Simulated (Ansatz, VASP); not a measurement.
# InAs: VASP beside Ansatz

```
CELL_PARAMETERS angstrom
0.00000 2.99350 2.99350
2.99350 0.00000 2.99350
2.99350 2.99350 0.00000
ATOMIC_POSITIONS crystal
In 0.00000 0.00000 0.00000
As 0.25000 0.25000 0.25000
```

Change from the starting cell: hydrostatic strain -2.0%.

Alike in both runs: task single point; functional r2SCAN; k mesh 8 × 8 × 8; occupations fermi-dirac, width 0.02 eV; no spin polarisation.

```csv
,VASP,Ansatz
version,VASP 6.6.1,Ansatz 0.2.0
potentials or method,"VASP PAW PBE potentials, release 64 (In_d, As)","plane waves, PAW"
plane-wave cutoff (eV),520,500
valence electrons in the cell,18,28
```

```csv
,VASP,Ansatz,Ansatz less VASP
pressure (GPa),4.0,4.0,-0.01
```

VASP's potentials were made for PBE, not for r2SCAN. The functional is the same, so the differences come from potentials, cutoffs and numerics. VASP's potentials hold 18 valence electrons a cell and Ansatz's 28, so a difference there can come from the potentials and not from the codes.
